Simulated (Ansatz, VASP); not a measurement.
**AlAu2 in VASP and in Ansatz**

File INCAR:

```
SYSTEM = AlAu2
PREC     = Accurate       ! precision mode
ENCUT    = 520            ! plane-wave cutoff, eV
EDIFF    = 1E-6           ! SCF threshold, eV
ISMEAR   = 0              ! smearing method
SIGMA    = 0.15           ! smearing width, eV
LREAL    = .False.        ! projectors in reciprocal space
LASPH    = .True.         ! aspherical terms in the spheres
NELM     = 60             ! most SCF steps
ALGO     = Fast           ! electronic algorithm
ISIF     = 2              ! what is computed and relaxed
LWAVE    = .False.        ! write WAVECAR
LCHARG   = .False.        ! write CHGCAR
NBANDS   = 20             ! bands
```

Contents of KPOINTS:

```
regular mesh
0
Gamma
  16 16 16
  0 0 0
```

POSCAR

```
AlAu2
1.0
   -1.6193000000      1.6193000000      4.2133000000
    1.6193000000     -1.6193000000      4.2133000000
    1.6193000000      1.6193000000     -4.2133000000
Al Au
1 2
Direct
    0.0000000000      0.0000000000      0.0000000000
    0.6570428093      0.6570428093      0.0000000000
    0.3429571907      0.3429571907      0.0000000000
```

Input for Ansatz:

```yaml
crystal:
  lattice:
    - [-1.6193, 1.6193, 4.2133]
    - [1.6193, -1.6193, 4.2133]
    - [1.6193, 1.6193, -4.2133]
  atoms:
    - { symbol: Al, position: [0.0, 0.0, 0.0] }
    - { symbol: Au, position: [0.6570428093, 0.6570428093, 0.0] }
    - { symbol: Au, position: [0.3429571907, 0.3429571907, 0.0] }
basis:
  ecutwfc: 420
kpoints:
  mp_grid: { grid: [16, 16, 16] }
hamiltonian:
  xc: lda
scf:
  occupations: { method: gaussian, width: 0.15 }
output:
  forces: true
  stress: true
  eigenvalues: true
```

Alike in both runs: task single point; functional LDA; k mesh 16 × 16 × 16; occupations gaussian, width 0.15 eV; no spin polarisation.

|  | VASP | Ansatz |
| --- | --- | --- |
| version | VASP 6.6.1 | Ansatz 0.2.0 |
| potentials or method | VASP PAW LDA potentials, release 64 (Al, Au), cutoff 520 eV | scalar-relativistic, plane waves, PAW |
| valence electrons in the cell | 25 | 41 |

VASP gave:

| Quantity | Value |
| --- | --- |
| gap on the k mesh at the Fermi level (eV) | none |
| pressure (GPa) | 14.2 |
| traceless stress, the component that is largest in VASP (GPa) | 2.51 |
| rms of the force components (eV/Å) | 0.086 |

What did Ansatz give for the same quantities?

gap on the k mesh at the Fermi level (eV): none; pressure (GPa): 13.7; traceless stress, the component that is largest in VASP (GPa): 2.37; rms of the force components (eV/Å): 0.079.

LDA's correlation is that of Perdew and Zunger in VASP and of Perdew and Wang (1992) in Ansatz. Atom by atom the forces differ by 0.007 eV/Å (rms over components). A gap of «none» marks a metal or a gap that the smearing closes. VASP's potentials hold 25 valence electrons a cell and Ansatz's 41, so a difference there can come from the potentials and not from the codes.

Neither program's run includes spin-orbit coupling.
